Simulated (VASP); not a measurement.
Set up this calculation in VASP 6.6.1, as the native input.

| Quantity | Value |
| --- | --- |
| Task | single point |
| Functional | PBE |
| Potentials or basis | VASP PAW PBE potentials, release 64 (Sn_d, O) |
| Cutoff | 520 eV |
| k mesh | 8 × 8 × 8 |
| Occupations | gaussian, width 0.01 eV |
| Spin | no spin polarisation |
| Dipole correction | no |
| Further INCAR settings | ALGO = Normal; EDIFF = 1e-06; NBANDS = 20 |

The structure of SnO2 lies in POSCAR:

```
SnO2
1.0
    0.0000000000      2.5460654158      2.5460654158
    2.5460654158      0.0000000000      2.5460654158
    2.5460654158      2.5460654158      0.0000000000
Sn O
1 2
Direct
    0.0000000000      0.0000000000      0.0000000000
    0.2500000000      0.2500000000      0.2500000000
    0.7500000000      0.7500000000      0.7500000000
```

This cell differs from its parent crystal: volume changed by -3%.

The input as run:

INCAR

```
PREC     = Accurate       # precision mode
ENCUT    = 520            # plane-wave cutoff, eV
EDIFF    = 1E-6           # SCF threshold, eV
ISMEAR   = 0              # smearing method
SIGMA    = 0.01           # smearing width, eV
LREAL    = False          # projectors in reciprocal space
LASPH    = True           # aspherical terms in the spheres
NELM     = 60             # most SCF steps
ALGO     = Normal         # electronic algorithm
ISIF     = 2              # what is computed and relaxed
LWAVE    = False          # write WAVECAR
LCHARG   = False          # write CHGCAR
GGA      = PE             # functional
NBANDS   = 20             # bands
```

KPOINTS

```
Automatic mesh
0
Gamma
  8 8 8
```

Potentials or basis: VASP PAW PBE potentials, release 64 (Sn_d, O).

The run is started by

```console
$ cat potpaw_PBE.64/Sn_d/POTCAR potpaw_PBE.64/O/POTCAR > POTCAR
$ mpirun -np 1 vasp_std > vasp.out
```

Results of the run:

| Quantity | Value |
| --- | --- |
| Pressure | 6.6 GPa |
| Band gap on the k mesh | 0.13 eV, indirect (least direct gap 1.50 eV) |

Caveat: spin-orbit coupling is left out, which moves the levels of the heavy elements.

Wall time 8.9 s on 1 thread of Intel(R) Xeon(R) 6975P-C (Granite Rapids), with other jobs on the host, peak memory 0.16 GiB.
